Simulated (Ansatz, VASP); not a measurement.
## One calculation of Mg2Si, two programs

Contents of INCAR:

```
PREC = Accurate ; ENCUT = 600
EDIFF = 1E-6 ; ISMEAR = 0
SIGMA = 0.01 ; LREAL = False
LASPH = True ; NELM = 120
ALGO = Normal ; ISIF = 2
LWAVE = False ; LCHARG = False
GGA = PE ; NBANDS = 11
GGA_COMPAT = False
```

The input KPOINTS:

```
regular mesh
0
Gamma
  6 6 6
```

POSCAR

```
Mg2Si
1.0
    0.0000000000      3.2128255251      3.2128255251
    3.2128255251      0.0000000000      3.2128255251
    3.2128255251      3.2128255251      0.0000000000
Si Mg
1 2
Direct
    0.0000000000      0.0000000000      0.0000000000
    0.2500000000      0.2500000000      0.2500000000
    0.7500000000      0.7500000000      0.7500000000
```

Input for Ansatz:

```yaml
crystal:
  lattice:
    - [0.0, 3.2128255251, 3.2128255251]
    - [3.2128255251, 0.0, 3.2128255251]
    - [3.2128255251, 3.2128255251, 0.0]
  atoms:
    - { symbol: Si, position: [0.0, 0.0, 0.0] }
    - { symbol: Mg, position: [0.25, 0.25, 0.25] }
    - { symbol: Mg, position: [0.75, 0.75, 0.75] }
kpoints:
  mp_grid: { grid: [6, 6, 6] }
hamiltonian:
  xc: pbe
scf:
  occupations: { method: fixed }
  n_extra_bands: 4
output:
  forces: true
  stress: true
  eigenvalues: true
```

Alike in both runs: task single point; functional PBE; k mesh 6 × 6 × 6; no spin polarisation.

|  | VASP | Ansatz |
| --- | --- | --- |
| version | VASP 6.6.1 | Ansatz 0.2.0 |
| potentials or method | VASP PAW PBE potentials, release 64 (Si, Mg) | plane waves, PAW |
| plane-wave cutoff (eV) | 600 | 420 |
| occupations | gaussian, width 0.01 eV | fixed |
| valence electrons in the cell | 8 | 24 |

```tsv
	VASP	Ansatz	Ansatz less VASP
gap on the k mesh at the Fermi level (eV)	0.24	0.24	+0.002
pressure (GPa)	-1.6	-1.5	+0.13
```

VASP's potentials hold 8 valence electrons a cell and Ansatz's 24, so a difference there can come from the potentials and not from the codes.
